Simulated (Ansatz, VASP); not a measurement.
## CoH4: VASP beside Ansatz

```
Co H
1.0
     3.15323    0.00000    0.00000
     0.00000    3.15323    0.00000
     0.00000    0.00000    2.62984
Co H
1 4
Direct
  0.50000 0.50000 0.00000
  0.00000 0.50000 0.50000
  0.50000 0.00000 0.50000
  0.00000 0.50000 0.00000
  0.50000 0.00000 0.00000
```

Alike in both runs: functional PBE; k mesh 3 × 3 × 3; occupations gaussian, width 0.15 eV; collinear spin.

Ansatz relaxed the structure, and its values are those at the end. VASP's run is a single point on that final structure, the one shown.

```csv
,VASP,Ansatz
version,VASP 6.6.1,Ansatz 0.2.0
potentials or method,"VASP PAW PBE potentials, release 64 (Co, H), cutoff 600 eV","scalar-relativistic, plane waves, PAW"
valence electrons in the cell,13,21
```

VASP gave:

```
gap on the k mesh at the Fermi level (eV)                     : none
pressure (GPa)                                                : 0.2
net moment per atom (μB)                                      : 0.15
size of the moment on the site where the two differ most (μB) : 0.75
```

Problem. What did Ansatz give for the same quantities?

Solution. gap on the k mesh at the Fermi level (eV): none; pressure (GPa): 0.2; net moment per atom (μB): 0.15; size of the moment on the site where the two differ most (μB): 0.62.

Site moments also hang on the region over which each program counts them. A gap of «none» marks a metal or a gap that the smearing closes. With one functional, cell and mesh, what is left measures potentials, basis and numerics. VASP's potentials hold 13 valence electrons a cell and Ansatz's 21, so a difference there can come from the potentials and not from the codes.

The k mesh is coarse, so the values compare programs but aren't converged.
